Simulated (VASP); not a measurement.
**Rh: single point with PBE**

Rh:

```xyz
1
Lattice="0.0000 1.9151 1.9151 1.9151 0.0000 1.9151 1.9151 1.9151 0.0000" Properties=species:S:1:pos:R:3 pbc="T T T"
Rh    0.0000    0.0000    0.0000
```

```
Program             : VASP 6.6.1
Task                : single point
Functional          : PBE
Potentials or basis : VASP PAW PBE potentials, release 64 (Rh_pv)
Cutoff              : 520 eV
k mesh              : 22 × 22 × 22
Occupations         : gaussian, width 0.15 eV
Spin                : collinear spin, ferromagnetic start
Starting moments    : [0.5] μB
Fixed moment        : 0.5 μB
```

```json
{
 "Pressure": "2.0 GPa",
 "Net moment": "0.50 μB per cell",
 "Site moments": "Rh +0.50 μB",
 "Valence electrons inside the program's atomic spheres": "Rh 13.75"
}
```

It took 63 s on 1 thread of AMD EPYC 9R45 96-Core Processor (Zen 5) (shared host), peak memory 0.19 GiB.

Caveat: the total moment is fixed, so each spin has its own Fermi level and the state may be an excited one.
